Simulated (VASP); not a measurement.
# Rh in VASP: further runs

The runs below take Rh through single point, with LDA.

Program: VASP 6.6.1. These are calculated values, not measurements. Logs are shortened: lines on timing, memory, paths and dates and some standing lists are left out, and cuts for length are marked.

## Step 1: The cell of the first run

Symmetry: P6_3/mmc, No. 194, hexagonal system. Conventional cell: a = 2.731 Å, b = 2.731 Å, c = 4.428 Å, α = 90.00°, β = 90.00°, γ = 120.00°. Rh (site symmetry -6m2) has 12 Rh at 2.72 to 2.73 Å within 3.6 Å.

## Step 2: Single point, LDA

INCAR

```
SYSTEM = Rh
  PREC = Accurate
  ENCUT = 520
  EDIFF = 1E-7
  ISMEAR = -1
  SIGMA = 0.15
  LREAL = .False.
  LASPH = .True.
  NELM = 80
  ALGO = Normal
  ISIF = 2
  LWAVE = .False.
  LCHARG = .False.
  NBANDS = 22
```

KPOINTS

```
Automatic mesh
0
Gamma
  14 14 8
  0 0 0
```

POSCAR

```
Rh
1.0
    2.7309790000      0.0000000000      0.0000000000
   -1.3654900000      2.3650970000      0.0000000000
    0.0000000000      0.0000000000      4.4284890000
Rh
2
Direct
    0.6666666667      0.3333333333      0.7500000000
    0.3333333333      0.6666666667      0.2500000000
```

Potentials or basis: VASP PAW LDA potentials, release 64 (Rh_pv).

On the command line:

```sh
$ cat potpaw_LDA.64/Rh_pv/POTCAR > POTCAR
$ mpirun -np 1 vasp_std > vasp.out
```

OUTCAR:

```text
SYSTEM = Rh
   PREC = Accurate
   ENCUT = 520
   EDIFF = 1E-7
   ISMEAR = -1
   LREAL = .False.
   LASPH = .True.
   NELM = 80
   ISIF = 2

 ion  position               nearest neighbor table
   1  0.667  0.333  0.750-   2 2.72   2 2.72   2 2.72   2 2.72   2 2.72   2 2.72
   2  0.333  0.667  0.250-   1 2.72   1 2.72   1 2.72   1 2.72   1 2.72   1 2.72

  LATTYP: Found a hexagonal cell.
 ALAT       =     2.7309790000
 C/A-ratio  =     1.6215756328

  Lattice vectors:

 A1 = (   2.7309790000,   0.0000000000,   0.0000000000)
 A2 = (  -1.3654900000,   2.3650970000,   0.0000000000)
 A3 = (   0.0000000000,   0.0000000000,   4.4284890000)

Analysis of symmetry for initial positions (statically):
=====================================================================
 Subroutine PRICEL returns:
 Original cell was already a primitive cell.

 Routine SETGRP: Setting up the symmetry group for a
 hexagonal supercell.

 Subroutine GETGRP returns: Found 24 space group operations
 (whereof 12 operations were pure point group operations)
 out of a pool of 24 trial point group operations.

The static configuration has the point symmetry D_3d.
 The point group associated with its full space group is D_6h.

Analysis of symmetry for dynamics (positions and initial velocities):
=====================================================================
 Subroutine PRICEL returns:
 Original cell was already a primitive cell.

 Routine SETGRP: Setting up the symmetry group for a
 hexagonal supercell.

 Subroutine GETGRP returns: Found 24 space group operations
 (whereof 12 operations were pure point group operations)
 out of a pool of 24 trial point group operations.

The dynamic configuration has the point symmetry D_3d.
 The point group associated with its full space group is D_6h.

 Subroutine INISYM returns: Found 24 space group operations
 (whereof 12 operations are pure point group operations),
 and found     1 'primitive' translations

----------------------------------------------------------------------------------------

                                     Primitive cell

  volume of cell :      28.6037

  direct lattice vectors                    reciprocal lattice vectors
     2.730979000  0.000000000  0.000000000     0.366169055  0.211407897  0.000000000
    -1.365490000  2.365097000  0.000000000     0.000000000  0.422815639  0.000000000
     0.000000000  0.000000000  4.428489000     0.000000000  0.000000000  0.225810655

  length of vectors
     2.730979000  2.730979084  4.428489000     0.422815652  0.422815639  0.225810655

  position of ions in fractional coordinates (direct lattice)
     0.666666667  0.333333333  0.750000000
     0.333333333  0.666666667  0.250000000

  ion indices of the primitive-cell ions
   primitive index   ion index
                 1           1
                 2           2

----------------------------------------------------------------------------------------

 KPOINTS: Automatic mesh

Automatic generation of k-mesh.
 Grid dimensions read from file:
 generate k-points for:   14   14    8

 Generating k-lattice:

  Cartesian coordinates                     Fractional coordinates (reciprocal lattice)
     0.026154933  0.015100564  0.000000000     0.071428571  0.000000000  0.000000000
     0.000000000  0.030201117  0.000000000     0.000000000  0.071428571  0.000000000
     0.000000000  0.000000000  0.028226332     0.000000000  0.000000000  0.125000000

  Length of vectors
     0.030201118  0.030201117  0.028226332

  Shift w.r.t. Gamma in fractional coordinates (k-lattice)
     0.000000000  0.000000000  0.000000000

 Subroutine IBZKPT returns following result:
 ===========================================

 Found    120 irreducible k-points:

 Following reciprocal coordinates:
            Coordinates               Weight
  0.000000  0.000000  0.000000      1.000000
  0.071429  0.000000  0.000000      6.000000
  0.142857 -0.000000  0.000000      6.000000
  0.214286 -0.000000  0.000000      6.000000
  0.285714  0.000000  0.000000      6.000000
  0.357143 -0.000000  0.000000      6.000000
[... 16 lines left out ...]
  0.285714  0.285714  0.000000      6.000000
  0.357143  0.285714  0.000000      6.000000
 [... further k-points ...]
   k-points           NKPTS =    120   k-points in BZ     NKDIM =    120   number of bands    NBANDS=     22
   number of dos      NEDOS =    301   number of ions     NIONS =      2
   total plane-waves  NPLWV =  14400
   dimension x,y,z NGX =    20 NGY =   20 NGZ =   36
   dimension x,y,z NGXF=    40 NGYF=   40 NGZF=   72
   ions per type =               2
   NGX,Y,Z   is equivalent  to a cutoff of  12.17, 12.17, 13.51 a.u.
   NGXF,Y,Z  is equivalent  to a cutoff of  24.35, 24.35, 27.03 a.u.
 SYSTEM =  Rh
   PREC   = accura    normal or accurate (medium, high low for compatibility)
   ISTART =      0    job   : 0-new  1-cont  2-samecut
   ICHARG =      2    charge: 1-file 2-atom 10-const
   ISPIN  =      1    spin polarized calculation?
   LNONCOLLINEAR =      F non collinear calculations
   LSORBIT =      F    spin-orbit coupling
   LASPH  =      T    aspherical Exc in radial PAW
   ENCUT  =  520.0 eV  38.22 Ry    6.18 a.u.   5.08  5.08  8.23*2*pi/ulx,y,z
   NELM   =     80;   NELMIN=  2; NELMDL= -5     # of ELM steps
   EDIFF  = 0.1E-06   stopping-criterion for ELM
   LREAL  =      F    real-space projection
   EDIFFG = 0.1E-05   stopping-criterion for IOM
   NSW    =      0    number of steps for IOM
   IBRION =     -1    ionic relax: 0-MD 1-quasi-New 2-CG
   NFREE  =      0    steps in history (QN), initial steepest desc. (CG)
   ISIF   =      2    stress and relaxation
   ISYM   =      2    0-nonsym 1-usesym 2-fastsym
   POTIM  = 0.5000    time-step for ionic-motion
   TEBEG  =    0.0;   TEEND  =   0.0 temperature during run
   PSTRESS=    0.0 pullay stress
   NELECT =      30.0000    total number of electrons
   NUPDOWN=      -1.0000    fix difference up-down
   EMIN   =  10.00;   EMAX   =-10.00  energy-range for DOS
   EFERMI =   0.00;   METHOD = LEGACY
   ISMEAR =    -1;   SIGMA  =   0.15  broadening in eV -4-tet -1-fermi 0-gaus
   EFERMI_NEDOS =   21; number of points for ismear=-14 and -15
   IALGO  =     38    algorithm
   IMIX   =      4    mixing-type and parameters
     AMIX     =   0.40;   BMIX     =  1.00
     AMIX_MAG =   1.60;   BMIX_MAG =  1.00
  volume/ion in A,a.u.               =      14.30        96.51
  Fermi-wavevector in a.u.,A,eV,Ry     =   1.663314  3.143208 37.642069  2.766614
  Thomas-Fermi vector in A             =   2.750053
   LORBIT       =      0    0 simple, 1 ext, 2 COOP (PROOUT), +10 PAW based schemes
   GGA     = CA    functional components
   LHFCALC =     F    Hartree Fock is set to
   AEXX    =    0.0000 exact exchange contribution
   IVDW    =     0    specifies the selected vdW correction
   LEPSILON=     F    determine dielectric tensor
   LRPA    =     F    only Hartree local field effects (RPA)
 non-spin polarized calculation
  energy-cutoff  :      520.00
  volume of cell :       28.60
 maximum number of plane-waves:       786
   NGX = 11   NGY = 11   NGZ = 17

 number of electron      30.0000007 magnetization

 Free energy of the ion-electron system (eV)
  ---------------------------------------------------
  ext. energy  EPLUGINS =         0.00000000
  ---------------------------------------------------
  free energy    TOTEN  =       -17.28712111 eV

  energy without entropy =      -17.03165968  energy(sigma->0) =      -17.15939040

 E-fermi :  11.0617     XC(G=0): -14.0998

 val. band max:       11.0473514694   @ k =   0.2143   0.2143   0.3750
 cond. band min:      11.0665284447   @ k =   0.3571   0.0714   0.2500
 fundamental gap:      0.0191769753
 Fermi energy:        11.0617219687

 k-point     1 :       0.0000    0.0000    0.0000
  band No.  band energies     occupation
      1     -35.7449      2.00000
      2     -35.1689      2.00000
      3     -35.1689      2.00000
      4     -35.0826      2.00000
      5     -35.0745      2.00000
      6     -35.0745      2.00000
[... 14 lines left out ...]
     21      29.0682      0.00000
     22      29.6808      0.00000

 k-point     2 :       0.0714    0.0000    0.0000
  band No.  band energies     occupation
      1     -35.7344      2.00000
      2     -35.1930      2.00000
      3     -35.1767      2.00000
      4     -35.0995      2.00000
      5     -35.0869      2.00000
      6     -35.0784      2.00000
[... 14 lines left out ...]
     21      29.2677      0.00000
     22      29.7831      0.00000

 k-point     3 :       0.1429   -0.0000    0.0000
  band No.  band energies     occupation
      1     -35.7040      2.00000
      2     -35.2605      2.00000
      3     -35.1982      2.00000
      4     -35.1688      2.00000
      5     -35.0999      2.00000
      6     -35.0896      2.00000
[... 14 lines left out ...]
     21      29.4732      0.00000
     22      29.7177      0.00000

 k-point     4 :       0.2143   -0.0000    0.0000
  band No.  band energies     occupation
      1     -35.6568      2.00000
      2     -35.3582      2.00000
      3     -35.2670      2.00000
      4     -35.2284      2.00000
      5     -35.1219      2.00000
      6     -35.1066      2.00000
[... 14 lines left out ...]
     21      28.5131      0.00000
     22      29.0061      0.00000

 k-point     5 :       0.2857    0.0000    0.0000
  band No.  band energies     occupation
      1     -35.5983      2.00000
      2     -35.4669      2.00000
      3     -35.3735      2.00000
      4     -35.2610      2.00000
      5     -35.1524      2.00000
      6     -35.1262      2.00000
[... 417 lines left out ...]
 k-point    22 :       0.3571    0.2143    0.0000
  band No.  band energies     occupation
      1     -35.5940      2.00000
      2     -35.4995      2.00000
      3     -35.4143      2.00000
      4     -35.4081      2.00000
      5     -35.2823      2.00000
      6     -35.2778      2.00000
[... 14 lines left out ...]
     21      23.0109      0.00000
     22      25.5661      0.00000

 k-point    23 :       0.2857    0.2857    0.0000
  band No.  band energies     occupation
      1     -35.5666      2.00000
      2     -35.4980      2.00000
      3     -35.4145      2.00000
      4     -35.4059      2.00000
      5     -35.3191      2.00000
      6     -35.2848      2.00000
[... 14 lines left out ...]
     21      23.2708      0.00000
     22      26.4085      0.00000

 k-point    24 :       0.3571    0.2857    0.0000
  band No.  band energies     occupation
      1     -35.5666      2.00000
      2     -35.4671      2.00000
      3     -35.4574      2.00000
      4     -35.3702      2.00000
      5     -35.3444      2.00000
      6     -35.3166      2.00000
[... 14 lines left out ...]
     21      24.3377      0.00000
     22      25.4582      0.00000

 [... further k-points ...]

------------------------ aborting loop because EDIFF is reached ----------------------------------------

  FORCE on cell =-STRESS in cart. coord.  units (eV):
  Direction    XX          YY          ZZ          XY          YZ          ZX
  --------------------------------------------------------------------------------------
  -------------------------------------------------------------------------------------
  Total       -3.0261600     -3.0261595     -3.3872416      0.0000006     -0.0000000      0.0000000
  in kB     -169.5038526   -169.5038252   -189.7290651      0.0000358     -0.0000000      0.0000000
  external PRESSURE =    -176.2455810 kB  Pullay stress =       0.0000000 kB

 VOLUME and BASIS-vectors are now :
 -----------------------------------------------------------------------------
  energy-cutoff  :      520.00
  volume of cell :       28.60
      direct lattice vectors                 reciprocal lattice vectors
     2.730979000  0.000000000  0.000000000     0.366169055  0.211407897  0.000000000
    -1.365490000  2.365097000  0.000000000     0.000000000  0.422815639  0.000000000
     0.000000000  0.000000000  4.428489000     0.000000000  0.000000000  0.225810655

 POSITION                                       TOTAL-FORCE (eV/Angst)
 -----------------------------------------------------------------------------------
      1.36549      0.78837      3.32137         0.000000      0.000000      0.000000
     -0.00000      1.57673      1.10712        -0.000000      0.000000      0.000000
 -----------------------------------------------------------------------------------
    total drift:                                0.000000     -0.000000      0.000000

  FREE ENERGIE OF THE ION-ELECTRON SYSTEM (eV)
  ---------------------------------------------------
  free  energy   TOTEN  =       -17.2871211138 eV

  energy  without entropy=      -17.0316596812  energy(sigma->0) =      -17.15939040
```

It took 34 s on 1 thread of Intel Xeon Platinum 8259CL at 2.50GHz (Skylake/Cascade Lake), shared host; peak memory 0.17 GiB.

Results:

| Quantity | Value |
| --- | --- |
| Free energy | -17.2871 eV |
| Pressure | -17.6 GPa |
| Band gap on the k mesh | zero (band 15 reaches 11.68 eV, above the bottom of band 16 at 9.54 eV) |

## Step 3: Single point, LDA

INCAR

```
  PREC = Accurate
  ENCUT = 520
  EDIFF = 1E-6
  ISMEAR = -1
  SIGMA = 0.15
  LREAL = F
  LASPH = T
  NELM = 80
  ALGO = Normal
  ISIF = 2
  LWAVE = F
  LCHARG = F
  GGA = CA
  NBANDS = 22
```

KPOINTS

```
regular mesh
0
Gamma
  14 14 8
```

POSCAR: that of step 2 with these lines changed.

```diff
@@ -8,3 +8,3 @@
 Direct
-    0.6666666667      0.3333333333      0.7500000000
+    0.6455258770      0.2910517694      0.7500000000
     0.3333333333      0.6666666667      0.2500000000
```

Potentials or basis: VASP PAW LDA potentials, release 64 (Rh_pv).

On the command line:

```sh
$ cat potpaw_LDA.64/Rh_pv/POTCAR > POTCAR
$ mpirun -np 1 vasp_std > vasp.out
```

Run time: 64 s. Hardware: 1 thread of Intel Xeon 6975P-C (Granite Rapids), shared host; peak memory 0.23 GiB.

It converged, with:

```yaml
Free_energy: -17.2697 eV
Pressure: -17.3 GPa
Largest_force: 0.351 eV/Å
Band_gap_on_the_k_mesh: zero (band 15 reaches 11.73 eV, above the bottom of band 16 at 9.46 eV)
```

Forces on the atoms (eV/Å):
```
Rh   0.000  0.351  0.000
Rh   0.000 -0.351  0.000
```

Stress tensor (GPa, compression positive):
```
-17.80   0.00   0.00
  0.00 -15.92   0.00
  0.00   0.00 -18.23
```

Levels at points of the mesh, in eV from the Fermi level:
| k point | band 12 | band 13 | band 14 | band 15 | band 16 | band 17 | band 18 | band 19 |
| --- | --- | --- | --- | --- | --- | --- | --- | --- |
| (0.00, 0.00, 0.00) | -2.43 | -2.25 | -1.98 | -1.52 | -0.08 | 0.38 | 0.73 | 8.18 |
| (0.50, 0.00, 0.00) | -2.15 | -1.89 | 0.48 | 0.60 | 0.69 | 2.79 | 5.08 | 9.76 |
| (0.00, 0.50, 0.00) | -2.28 | -2.12 | 0.39 | 0.58 | 0.78 | 3.23 | 4.65 | 10.44 |
| (0.00, 0.00, 0.50) | -2.98 | -2.88 | -2.88 | -0.47 | -0.47 | -0.31 | -0.31 | 14.64 |
| (0.50, 0.00, 0.50) | -1.55 | -0.39 | -0.39 | 0.62 | 0.62 | 2.78 | 2.78 | 8.79 |
| (0.00, 0.50, 0.50) | -1.51 | 0.05 | 0.05 | 0.60 | 0.60 | 2.30 | 2.30 | 9.20 |

## Step 4: Single point, LDA

INCAR

```
SYSTEM = Rh
PREC = Accurate
ENCUT = 520
EDIFF = 1E-6
ISMEAR = -1
SIGMA = 0.15
LREAL = .False.
LASPH = .True.
NELM = 100
ALGO = Normal
ISIF = 2
LWAVE = .False.
LCHARG = .False.
NBANDS = 22
```

KPOINTS

```
Automatic mesh
0
Gamma
  14 14 8
  0 0 0
```

POSCAR: that of step 3 with these lines changed.

```diff
@@ -8,3 +8,3 @@
 Direct
-    0.6455258770      0.2910517694      0.7500000000
+    0.6560962718      0.3121925514      0.7500000000
     0.3333333333      0.6666666667      0.2500000000
```

On the command line:

```sh
$ cat potpaw_LDA.64/Rh_pv/POTCAR > POTCAR
$ mpirun -np 1 vasp_std > vasp.out
```

It took 62 s on 1 thread of Intel Xeon 6975P-C (Granite Rapids), shared host; peak memory 0.24 GiB.

The run converged. Its results:

```yaml
Free_energy: -17.2828 eV
Pressure: -17.6 GPa
Largest_force: 0.174 eV/Å
Band_gap_on_the_k_mesh: zero (band 15 reaches 11.72 eV, above the bottom of band 16 at 9.49 eV)
```

Forces on the atoms (eV/Å):
```
Rh   0.000  0.174  0.000
Rh   0.000 -0.174  0.000
```

Stress tensor (GPa, compression positive):
```
-17.39   0.00   0.00
  0.00 -16.47   0.00
  0.00   0.00 -18.79
```

Levels at points of the mesh, in eV from the Fermi level:
| k point | band 12 | band 13 | band 14 | band 15 | band 16 | band 17 | band 18 | band 19 |
| --- | --- | --- | --- | --- | --- | --- | --- | --- |
| (0.00, 0.00, 0.00) | -2.40 | -2.31 | -1.88 | -1.64 | 0.04 | 0.28 | 0.73 | 8.17 |
| (0.50, 0.00, 0.00) | -2.12 | -1.96 | 0.46 | 0.62 | 0.71 | 2.86 | 5.01 | 9.87 |
| (0.00, 0.50, 0.00) | -2.16 | -2.12 | 0.41 | 0.59 | 0.75 | 3.08 | 4.80 | 10.20 |
| (0.00, 0.00, 0.50) | -2.97 | -2.92 | -2.92 | -0.43 | -0.43 | -0.35 | -0.35 | 14.64 |
| (0.50, 0.00, 0.50) | -1.55 | -0.33 | -0.33 | 0.62 | 0.62 | 2.69 | 2.69 | 8.86 |
| (0.00, 0.50, 0.50) | -1.53 | -0.11 | -0.11 | 0.61 | 0.61 | 2.45 | 2.45 | 9.07 |
